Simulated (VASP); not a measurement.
# ZnCd2Te3 (I-4m2) in VASP: notebook

ZnCd2Te3 is run at these levels: PBE; tasks: single point.

All numbers are computed with VASP 6.6.1; they aren't measurements. Logs are shortened: lines on timing, memory, paths and dates and some standing lists are left out, and cuts for length are marked.

## 1. The cell of the first run

It takes space group I-4m2 (No. 119, tetragonal). The conventional cell has a = 4.565 Å, b = 4.565 Å, c = 19.534 Å, α = 90.00°, β = 90.00°, γ = 90.00°. Zn (site symmetry -4m2) has 4 Te at 2.71 Å within 3.6 Å. Within 3.8 Å of Cd (site symmetry 2mm) lie 4 Te at 2.85 Å. Te (site symmetry 2mm) has 2 Zn at 2.71 Å and 2 Cd at 2.85 Å within 3.6 Å. Te (site symmetry -4m2) has 4 Cd at 2.85 Å within 3.8 Å.

## 2. Single point, PBE

File INCAR:

```
SYSTEM = ZnCd2Te3
  ALGO = Normal
  EDIFF = 1E-7
  ENCUT = 520
  GGA = PE
  ISIF = 2
  ISMEAR = 0
  LASPH = .True.
  LCHARG = .False.
  LREAL = .False.
  LWAVE = .False.
  NBANDS = 36
  NELM = 80
  PREC = Accurate
  SIGMA = 0.02
```

File KPOINTS:

```
k-points
0
Gamma
  8 8 8
  0 0 0
```

File POSCAR:

```
ZnCd2Te3
1.0
   -2.2823937000      2.2823937000      9.7670268000
    2.2823937000     -2.2823937000      9.7670268000
    2.2823937000      2.2823937000     -9.7670268000
Zn Cd Te
1 2 3
Direct
    0.5000000000      0.5000000000      0.0000000000
    0.8373440000      0.8373440000      0.0000000000
    0.1626560000      0.1626560000      0.0000000000
    0.5748620000      0.0748620000      0.5000000000
    0.2500000000      0.7500000000      0.5000000000
    0.9251380000      0.4251380000      0.5000000000
```

Potentials or basis: VASP PAW PBE potentials, release 64 (Zn, Cd, Te).

The run is started by

```bash
$ cat potpaw_PBE.64/Zn/POTCAR potpaw_PBE.64/Cd/POTCAR potpaw_PBE.64/Te/POTCAR > POTCAR
$ mpirun -np 1 vasp_std > vasp.out
```

OUTCAR:

```text
SYSTEM = ZnCd2Te3
   EDIFF = 1E-7
   ENCUT = 520
   GGA = PE
   ISIF = 2
   ISMEAR = 0
   LASPH = .True.
   LREAL = .False.
   NELM = 80
   PREC = Accurate

 ion  position               nearest neighbor table
   1  0.500  0.500  0.000-   4 2.71   6 2.71   4 2.71   6 2.71
   2  0.837  0.837  0.000-   5 2.85   5 2.85   6 2.85   6 2.85
   3  0.163  0.163  0.000-   5 2.85   5 2.85   4 2.85   4 2.85
   4  0.575  0.075  0.500-   1 2.71   1 2.71   3 2.85   3 2.85
   5  0.250  0.750  0.500-   2 2.85   3 2.85   2 2.85   3 2.85
   6  0.925  0.425  0.500-   1 2.71   1 2.71   2 2.85   2 2.85

  LATTYP: Found a body centered tetragonal cell.
 ALAT       =     4.5647874000
 C/A-ratio  =     4.2792909917

  Lattice vectors:

 A1 = (  -2.2823937000,   2.2823937000,   9.7670268000)
 A2 = (   2.2823937000,  -2.2823937000,   9.7670268000)
 A3 = (   2.2823937000,   2.2823937000,  -9.7670268000)

Analysis of symmetry for initial positions (statically):
=====================================================================
 Subroutine PRICEL returns:
 Original cell was already a primitive cell.

 Routine SETGRP: Setting up the symmetry group for a
 body centered tetragonal supercell.

 Subroutine GETGRP returns: Found  8 space group operations
 (whereof  8 operations were pure point group operations)
 out of a pool of 16 trial point group operations.

The static configuration has the point symmetry D_2d.

Analysis of symmetry for dynamics (positions and initial velocities):
=====================================================================
 Subroutine PRICEL returns:
 Original cell was already a primitive cell.

 Routine SETGRP: Setting up the symmetry group for a
 body centered tetragonal supercell.

 Subroutine GETGRP returns: Found  8 space group operations
 (whereof  8 operations were pure point group operations)
 out of a pool of 16 trial point group operations.

The dynamic configuration has the point symmetry D_2d.

 Subroutine INISYM returns: Found  8 space group operations
 (whereof  8 operations are pure point group operations),
 and found     1 'primitive' translations

----------------------------------------------------------------------------------------

                                     Primitive cell

  volume of cell :     203.5183

  direct lattice vectors                    reciprocal lattice vectors
    -2.282393700  2.282393700  9.767026800     0.000000000  0.219068253  0.051192652
     2.282393700 -2.282393700  9.767026800     0.219068253  0.000000000  0.051192652
     2.282393700  2.282393700 -9.767026800     0.219068253  0.219068253  0.000000000

  length of vectors
    10.286566702 10.286566702 10.286566702     0.224970191  0.224970191  0.309809294

  position of ions in fractional coordinates (direct lattice)
     0.500000000  0.500000000  0.000000000
     0.837344000  0.837344000  0.000000000
     0.162656000  0.162656000  0.000000000
     0.574862000  0.074862000  0.500000000
     0.250000000  0.750000000  0.500000000
     0.925138000  0.425138000  0.500000000

  ion indices of the primitive-cell ions
   primitive index   ion index
                 1           1
                 2           2
                 3           3
                 4           4
                 5           5
                 6           6

----------------------------------------------------------------------------------------

 KPOINTS: k-points

Automatic generation of k-mesh.
 Grid dimensions read from file:
 generate k-points for:    8    8    8

 Generating k-lattice:

  Cartesian coordinates                     Fractional coordinates (reciprocal lattice)
     0.000000000  0.027383532  0.006399081     0.125000000 -0.000000000  0.000000000
     0.027383532  0.000000000  0.006399081    -0.000000000  0.125000000  0.000000000
     0.027383532  0.027383532  0.000000000     0.000000000  0.000000000  0.125000000

  Length of vectors
     0.028121274  0.028121274  0.038726162

  Shift w.r.t. Gamma in fractional coordinates (k-lattice)
     0.000000000  0.000000000  0.000000000

 Subroutine IBZKPT returns following result:
 ===========================================

 Found     59 irreducible k-points:

 Following reciprocal coordinates:
            Coordinates               Weight
  0.000000  0.000000  0.000000      1.000000
  0.125000  0.000000  0.000000      8.000000
  0.250000  0.000000  0.000000      8.000000
  0.375000  0.000000  0.000000      8.000000
  0.500000  0.000000  0.000000      4.000000
  0.125000  0.125000  0.000000      8.000000
[... 16 lines left out ...]
  0.250000  0.125000  0.125000     16.000000
  0.375000  0.125000  0.125000      8.000000
 [... further k-points ...]
   k-points           NKPTS =     59   k-points in BZ     NKDIM =     59   number of bands    NBANDS=     36
   number of dos      NEDOS =    301   number of ions     NIONS =      6
   total plane-waves  NPLWV = 512000
   dimension x,y,z NGX =    80 NGY =   80 NGZ =   80
   dimension x,y,z NGXF=   160 NGYF=  160 NGZF=  160
   ions per type =               1   2   3
   NGX,Y,Z   is equivalent  to a cutoff of  12.93, 12.93, 12.93 a.u.
   NGXF,Y,Z  is equivalent  to a cutoff of  25.86, 25.86, 25.86 a.u.
 SYSTEM =  ZnCd2Te3
   PREC   = accura    normal or accurate (medium, high low for compatibility)
   ISTART =      0    job   : 0-new  1-cont  2-samecut
   ICHARG =      2    charge: 1-file 2-atom 10-const
   ISPIN  =      1    spin polarized calculation?
   LNONCOLLINEAR =      F non collinear calculations
   LSORBIT =      F    spin-orbit coupling
   LASPH  =      T    aspherical Exc in radial PAW
   ENCUT  =  520.0 eV  38.22 Ry    6.18 a.u.  19.13 19.13 19.13*2*pi/ulx,y,z
   NELM   =     80;   NELMIN=  2; NELMDL= -5     # of ELM steps
   EDIFF  = 0.1E-06   stopping-criterion for ELM
   LREAL  =      F    real-space projection
   EDIFFG = 0.1E-05   stopping-criterion for IOM
   NSW    =      0    number of steps for IOM
   IBRION =     -1    ionic relax: 0-MD 1-quasi-New 2-CG
   NFREE  =      0    steps in history (QN), initial steepest desc. (CG)
   ISIF   =      2    stress and relaxation
   ISYM   =      2    0-nonsym 1-usesym 2-fastsym
   POTIM  = 0.5000    time-step for ionic-motion
   TEBEG  =    0.0;   TEEND  =   0.0 temperature during run
   PSTRESS=    0.0 pullay stress
   NELECT =      54.0000    total number of electrons
   NUPDOWN=      -1.0000    fix difference up-down
   EMIN   =  10.00;   EMAX   =-10.00  energy-range for DOS
   EFERMI =   0.00;   METHOD = LEGACY
   ISMEAR =     0;   SIGMA  =   0.02  broadening in eV -4-tet -1-fermi 0-gaus
   EFERMI_NEDOS =   21; number of points for ismear=-14 and -15
   IALGO  =     38    algorithm
   IMIX   =      4    mixing-type and parameters
     AMIX     =   0.40;   BMIX     =  1.00
     AMIX_MAG =   1.60;   BMIX_MAG =  1.00
  volume/ion in A,a.u.               =      33.92       228.90
  Fermi-wavevector in a.u.,A,eV,Ry     =   1.051974  1.987942 15.056872  1.106649
  Thomas-Fermi vector in A             =   2.187038
   LORBIT       =      0    0 simple, 1 ext, 2 COOP (PROOUT), +10 PAW based schemes
   GGA     = PE    functional components
   LHFCALC =     F    Hartree Fock is set to
   AEXX    =    0.0000 exact exchange contribution
   IVDW    =     0    specifies the selected vdW correction
   LEPSILON=     F    determine dielectric tensor
   LRPA    =     F    only Hartree local field effects (RPA)
 non-spin polarized calculation
 Gauss-broadening in eV      SIGMA  =   0.02
  energy-cutoff  :      520.00
  volume of cell :      203.52
 maximum number of plane-waves:      5517
 NGX is ok and might be reduce to    80

 number of electron      53.9999996 magnetization

 Free energy of the ion-electron system (eV)
  ---------------------------------------------------
  ext. energy  EPLUGINS =         0.00000000
  ---------------------------------------------------
  free energy    TOTEN  =       -14.75228117 eV

  energy without entropy =      -14.75228117  energy(sigma->0) =      -14.75228117

 E-fermi :   2.2254     XC(G=0):  -8.4620

 val. band max:        2.1416624149   @ k =   0.0000   0.0000   0.0000
 cond. band min:       2.7998879824   @ k =   0.0000   0.0000   0.0000
 fundamental gap:      0.6582255674
 Fermi energy:         2.2253588632

 k-point     1 :       0.0000    0.0000    0.0000
  band No.  band energies     occupation
      1      -8.9624      2.00000
      2      -8.5182      2.00000
      3      -8.3640      2.00000
      4      -5.9875      2.00000
      5      -5.9875      2.00000
      6      -5.9238      2.00000
[... 28 lines left out ...]
     35       6.7199      0.00000
     36       9.1352      0.00000

 k-point     2 :       0.1250    0.0000    0.0000
  band No.  band energies     occupation
      1      -8.9139      2.00000
      2      -8.5110      2.00000
      3      -8.3526      2.00000
      4      -5.9846      2.00000
      5      -5.9754      2.00000
      6      -5.9518      2.00000
[... 28 lines left out ...]
     35       6.9969      0.00000
     36       8.2913      0.00000

 k-point     3 :       0.2500    0.0000    0.0000
  band No.  band energies     occupation
      1      -8.7839      2.00000
      2      -8.4900      2.00000
      3      -8.3385      2.00000
      4      -5.9766      2.00000
      5      -5.9662      2.00000
      6      -5.9363      2.00000
[... 28 lines left out ...]
     35       7.4807      0.00000
     36       8.0066      0.00000
[... 742 lines left out ...]
 k-point    23 :       0.2500    0.1250    0.1250
  band No.  band energies     occupation
      1      -8.4959      2.00000
      2      -8.4029      2.00000
      3      -8.3139      2.00000
      4      -5.9473      2.00000
      5      -5.9252      2.00000
      6      -5.9172      2.00000
[... 28 lines left out ...]
     35       8.1872      0.00000
     36       8.4070      0.00000

 k-point    24 :       0.3750    0.1250    0.1250
  band No.  band energies     occupation
      1      -8.3988      2.00000
      2      -8.3948      2.00000
      3      -8.3480      2.00000
      4      -5.9452      2.00000
      5      -5.9197      2.00000
      6      -5.9127      2.00000
[... 28 lines left out ...]
     35       8.1497      0.00000
     36       8.4465      0.00000

 [... further k-points ...]
[... 5 lines left out ...]
  --------------------------------------------------------------------------------------
  -------------------------------------------------------------------------------------
  Total        0.0775119      0.0775119      0.0929388      0.0000000      0.0000000     -0.0000000
  in kB        0.6102047      0.6102047      0.7316511      0.0000000      0.0000000     -0.0000000
  external PRESSURE =       0.6506868 kB  Pullay stress =       0.0000000 kB

 VOLUME and BASIS-vectors are now :
 -----------------------------------------------------------------------------
  energy-cutoff  :      520.00
  volume of cell :      203.52
      direct lattice vectors                 reciprocal lattice vectors
    -2.282393700  2.282393700  9.767026800     0.000000000  0.219068253  0.051192652
     2.282393700 -2.282393700  9.767026800     0.219068253  0.000000000  0.051192652
     2.282393700  2.282393700 -9.767026800     0.219068253  0.219068253  0.000000000

 POSITION                                       TOTAL-FORCE (eV/Angst)
 -----------------------------------------------------------------------------------
      0.00000      0.00000      9.76703        -0.000000      0.000000      0.000000
      0.00000      0.00000     16.35672        -0.000000      0.000000      0.000167
      0.00000      0.00000      3.17733        -0.000000      0.000000     -0.000167
      0.00000      2.28239      1.46236         0.000000     -0.000000     -0.004997
      2.28239      0.00000      4.88351        -0.000000      0.000000     -0.000000
      0.00000      2.28239      8.30467         0.000000     -0.000000      0.004997
 -----------------------------------------------------------------------------------
    total drift:                                0.000001     -0.000001      0.000000

  FREE ENERGIE OF THE ION-ELECTRON SYSTEM (eV)
  ---------------------------------------------------
  free  energy   TOTEN  =       -14.7522811678 eV

  energy  without entropy=      -14.7522811678  energy(sigma->0) =      -14.75228117
```

It took 26 min on 1 thread of Intel Xeon Platinum 8488C (Sapphire Rapids), shared host; peak memory 1.2 GiB.

What came out:

```yaml
Free_energy: -14.7523 eV
Pressure: 0.1 GPa
Largest_force: 0.005 eV/Å
Band_gap_on_the_k_mesh: 0.66 eV
```

Forces on the atoms (eV/Å):
```
Zn   0.000  0.000  0.000
Cd   0.000  0.000  0.000
Cd   0.000  0.000  0.000
Te   0.000  0.000 -0.005
Te   0.000  0.000  0.000
Te   0.000  0.000  0.005
```

Caveat: semilocal functionals underestimate gaps, and a narrow one can read as zero; spin-orbit coupling is left out, which moves the levels of the heavy elements.

## 3. Single point, PBE

This run uses another cell than the first one: it holds 12 atoms, not 6.

File INCAR:

```
SYSTEM = ZnCd2Te3
ALGO = Normal
EDIFF = 1E-7
ENCUT = 520
GGA = PE
ISIF = 2
ISMEAR = 0
LASPH = .True.
LCHARG = .False.
LREAL = .False.
LWAVE = .False.
NBANDS = 66
NELM = 80
PREC = Accurate
SIGMA = 0.1
```

File KPOINTS:

```
k-points
0
Gamma
  4 2 4
  0 0 0
```

File POSCAR:

```
ZnCd2Te3
1.0
    4.5647874000      0.0000000000      0.0000000000
    0.0000000000     -9.1295748000      0.0000000000
   -2.2823937000      2.2823937000     -9.7670268000
Zn Cd Te
2 4 6
Direct
    0.5000000000      0.7500000000      0.0000000000
    0.5000000000      0.2500000000      0.0000000000
    0.1626560000      0.5813280000      0.3253120000
    0.1626560000      0.0813280000      0.3253120000
    0.8373440000      0.9186720000      0.6746880000
    0.8373440000      0.4186720000      0.6746880000
    0.9251380000      0.7125690000      0.8502760000
    0.9251380000      0.2125690000      0.8502760000
    0.2500000000      0.8750000000      0.5000000000
    0.2500000000      0.3750000000      0.5000000000
    0.5748620000      0.5374310000      0.1497240000
    0.5748620000      0.0374310000      0.1497240000
```

Potentials or basis: VASP PAW PBE potentials, release 64 (Zn, Cd, Te).

The run is started by

```bash
$ cat potpaw_PBE.64/Zn/POTCAR potpaw_PBE.64/Cd/POTCAR potpaw_PBE.64/Te/POTCAR > POTCAR
$ mpirun -np 1 vasp_std > vasp.out
```

Wall time 6.7 min (1 thread of Intel Xeon Platinum 8488C (Sapphire Rapids), shared host); peak memory 0.66 GiB.

Results (log left out):

```
Free energy            : -29.3789 eV
Pressure               : 0.1 GPa
Largest force          : 0.011 eV/Å
Band gap on the k mesh : 0.65 eV
```

Forces on the atoms (eV/Å):
```
Zn   0.000  0.000  0.000
Zn   0.000  0.000  0.000
Cd   0.000  0.000  0.001
Cd   0.000  0.000  0.001
Cd   0.000  0.000 -0.001
Cd   0.000  0.000 -0.001
Te   0.000  0.000 -0.011
Te   0.000  0.000 -0.011
Te   0.000  0.000  0.000
Te   0.000  0.000  0.000
Te   0.000  0.000  0.011
Te   0.000  0.000  0.011
```

Stress tensor (GPa, compression positive):
```
 0.22  0.00  0.00
 0.00  0.22  0.00
 0.00  0.00 -0.03
```

Levels at points of the mesh, in eV from the valence-band top:
| k point | band 51 | band 52 | band 53 | band 54 | band 55 | band 56 | band 57 | band 58 |
| --- | --- | --- | --- | --- | --- | --- | --- | --- |
| (0.00, 0.00, 0.00) | -0.61 | -0.09 | 0.00 | 0.00 | 0.65 | 1.67 | 2.39 | 2.56 |
| (0.50, 0.00, 0.00) | -1.04 | -0.77 | -0.66 | -0.61 | 1.67 | 2.49 | 2.56 | 2.63 |
| (0.00, 0.50, 0.00) | -0.68 | -0.68 | -0.20 | -0.20 | 2.07 | 2.07 | 2.61 | 2.61 |
| (0.50, 0.50, 0.00) | -1.30 | -1.30 | -1.22 | -1.22 | 2.79 | 2.79 | 3.00 | 3.00 |
| (0.00, 0.00, 0.50) | -0.66 | -0.61 | -0.48 | -0.48 | 1.67 | 2.10 | 2.33 | 2.56 |
| (0.00, 0.50, 0.50) | -0.44 | -0.44 | -0.38 | -0.38 | 1.85 | 1.85 | 2.18 | 2.18 |

Caveat: semilocal functionals underestimate gaps, and a narrow one can read as zero; spin-orbit coupling is left out, which moves the levels of the heavy elements.
